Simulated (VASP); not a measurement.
Runs of VASP 6.6.1 on MnSb. Symmetry: Fm-3m, No. 225, cubic system. The conventional cell has a = 5.590 Å, b = 5.590 Å, c = 5.590 Å, α = 90.00°, β = 90.00°, γ = 90.00°. Mn (site symmetry m-3m) has 6 Sb at 2.80 Å within 3.7 Å. Sb (site symmetry m-3m) has 6 Mn at 2.80 Å within 3.7 Å. 

| fixed moment (μB) | k mesh for the DOS | occupations for the DOS | pressure (GPa) | moment (μB) |
| --- | --- | --- | --- | --- |
| 4.22 | - | - | (a) | 4.22 |
| 5.76 | - | - | 14.0 | 5.76 |
| 4.8 | - | - | 5.5 | 4.80 |
| - | 18 × 18 × 18 | tetrahedron | - | 3.84 |

Alike in all rows: task single point; level PBE; potentials or basis VASP PAW PBE potentials, release 64 (Mn_pv, Sb); spin collinear, ferromagnetic start; cell as given; k mesh 12 × 12 × 12; cutoff (eV) 520; smearing fermi-dirac 0.08 eV.

Question: Fill in the values left out.

Answer: (a) 1.9.

Caveats: a cell with one magnetic atom can't hold antiferromagnetic order, which such compounds often take; the total moment is fixed, so each spin has its own Fermi level and the state may be an excited one (at least some runs); the cell stands under pressure (at least some runs).
